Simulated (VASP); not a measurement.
Write the native input for VASP 6.6.1 that does the following.

```yaml
Task: single point
Functional: PBEsol
Potentials_or_basis: VASP PAW PBE potentials, release 64 (B, N)
Cutoff: 520 eV
k_mesh: 12 × 12 × 4
Occupations: gaussian, width 0.05 eV
Spin: no spin polarisation
Dipole_correction: no
Further_INCAR_settings: ALGO = Normal; EDIFF = 1e-06; NBANDS = 16
```

The structure of BN lies in POSCAR:

```
BN
1.0
    2.5443582515      0.0000000000      0.0000000000
   -1.2721791258      2.2034788821      0.0000000000
    0.0000000000      0.0000000000      6.8115014750
B N
2 2
Direct
    0.3333333333      0.6666666667      0.2500000000
    0.6666666667      0.3333333333      0.7500000000
    0.3333333333      0.6666666667      0.7500000000
    0.6666666667      0.3333333333      0.2500000000
```

This cell differs from its parent crystal: volume 9.547 Å^3 an atom, c/a of the conventional cell 2.6771.

These files were run (other wordings do the same):

INCAR

```
SYSTEM = BN
PREC     = Accurate       ! precision mode
ENCUT    = 520            ! plane-wave cutoff, eV
EDIFF    = 1E-6           ! SCF threshold, eV
ISMEAR   = 0              ! smearing method
SIGMA    = 0.05           ! smearing width, eV
LREAL    = .FALSE.        ! projectors in reciprocal space
LASPH    = .TRUE.         ! aspherical terms in the spheres
NELM     = 80             ! most SCF steps
ALGO     = Normal         ! electronic algorithm
ISIF     = 2              ! what is computed and relaxed
LWAVE    = .FALSE.        ! write WAVECAR
LCHARG   = .TRUE.         ! write CHGCAR
GGA      = PS             ! functional
LELF     = .TRUE.         ! ELF
LVHAR    = .TRUE.       
NBANDS   = 16             ! bands
```

KPOINTS

```
regular mesh
0
G
  12 12 4
  0 0 0
```

Potentials or basis: VASP PAW PBE potentials, release 64 (B, N).

The run is started by

```sh
$ cat potpaw_PBE.64/B/POTCAR potpaw_PBE.64/N/POTCAR > POTCAR
$ mpirun -np 1 vasp_std > vasp.out
```

It gave:

```
Pressure               : -10.0 GPa
Band gap on the k mesh : 4.13 eV, indirect (least direct gap 4.47 eV)
```

Caveat: the PAW data sets were made with another functional, which shifts forces and pressure a little; this functional lacks dispersion, which binds the layers, so the pressure and a relaxed spacing across them are unreliable.

It took 50 s on 1 thread of Intel Xeon 8259CL, with other jobs on the host, peak memory 0.17 GiB.
